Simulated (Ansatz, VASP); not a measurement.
Two plane-wave programs on Sr

INCAR

```
PREC = Accurate
ENCUT = 520
EDIFF = 1E-6
ISMEAR = 0
SIGMA = 0.1
LREAL = F
LASPH = T
NELM = 80
ALGO = Fast
ISIF = 2
LWAVE = F
LCHARG = F
GGA = PE
NBANDS = 22
```

KPOINTS

```
Automatic mesh
0
Gamma
  9 9 12
```

The input POSCAR:

```
Sr
1.0
    7.2194249553      0.0000000000      0.0000000000
   -3.6097124776      6.2522054119      0.0000000000
    0.0000000000      0.0000000000      3.8422803761
Sr
3
Direct
    0.0000000000      0.6799356637      0.0000000000
    0.3200643363      0.3200643363      0.0000000000
    0.6799356637      0.0000000000      0.0000000000
```

Input for Ansatz:

```yaml
crystal:
  lattice:
    - [7.2194249553, 0.0, 0.0]
    - [-3.6097124776, 6.2522054119, 0.0]
    - [0.0, 0.0, 3.8422803761]
  atoms:
    - { symbol: Sr, position: [0.0, 0.6799356637, 0.0] }
    - { symbol: Sr, position: [0.3200643363, 0.3200643363, 0.0] }
    - { symbol: Sr, position: [0.6799356637, 0.0, 0.0] }
basis:
  ecutwfc: 420
kpoints:
  mp_grid: { grid: [9, 9, 12] }
hamiltonian:
  xc: pbe
scf:
  occupations: { method: gaussian, width: 0.1 }
output:
  forces: true
  stress: true
  eigenvalues: true
```

Alike in both runs: task single point; functional PBE; k mesh 9 × 9 × 12; occupations gaussian, width 0.1 eV; no spin polarisation.

|  | VASP | Ansatz |
| --- | --- | --- |
| version | VASP 6.6.1 | Ansatz 0.2.0 |
| potentials or method | VASP PAW PBE potentials, release 64 (Sr_sv), cutoff 520 eV | scalar-relativistic, plane waves, PAW |
| valence electrons in the cell | 30 | 30 |

|  | VASP | Ansatz | Ansatz less VASP |
| --- | --- | --- | --- |
| gap on the k mesh at the Fermi level (eV) | none | none | - |
| pressure (GPa) | -0.4 | -0.4 | 0.00 |
| traceless stress, the component that is largest in VASP (GPa) | 0.38 | 0.38 | 0.000 |
| rms of the force components (eV/Å) | 0.127 | 0.126 | -0.0003 |

Atom by atom the forces differ by 0.000 eV/Å (rms over components). A gap of «none» marks a metal or a gap that the smearing closes.
